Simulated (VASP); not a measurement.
Input of a VASP 6.6.1 run:

Contents of INCAR:

```
  PREC = Accurate
  ENCUT = 520
  EDIFF = 1E-7
  ISMEAR = -1
  SIGMA = 0.05
  LREAL = F
  LASPH = T
  NELM = 200
  ALGO = Normal
  ISIF = 2
  LWAVE = F
  LCHARG = F
  ISPIN = 2
  MAGMOM = 1 0
  LORBIT = 11
  LMAXMIX = 4
  GGA = PE
  IBRION = 2
  NSW = 80
  EDIFFG = -0.02
  GGA_COMPAT = F
  NELMIN = 4
  KPAR = 4
```

The input KPOINTS:

```
Automatic mesh
0
Gamma
  18 18 18
```

The input POSCAR:

```
TaC
1.0
    0.0000000000      2.2745428616      2.2745428616
    2.2745428616      0.0000000000      2.2745428616
    2.2745428616      2.2745428616      0.0000000000
Ta C
1 1
Direct
    0.0000000000      0.0000000000      0.0000000000
    0.5000000000      0.5000000000      0.5000000000
```

Potentials or basis: VASP PAW PBE potentials, release 64 (Ta_pv, C).

Command:

```sh
$ cat potpaw_PBE.64/Ta_pv/POTCAR potpaw_PBE.64/C/POTCAR > POTCAR
$ mpirun -np 4 vasp_std > vasp.out
```

Problem. Predict the net moment.

Solution. 0.00 μB per cell.

Final structure:
```
Ta C
1.0
     0.00000    2.27454    2.27454
     2.27454    0.00000    2.27454
     2.27454    2.27454    0.00000
Ta C
1 1
Direct
  0.00000 0.00000 0.00000
  0.50000 0.50000 0.50000
```

Caveat: the relaxation stopped at its first step, so nothing moved.
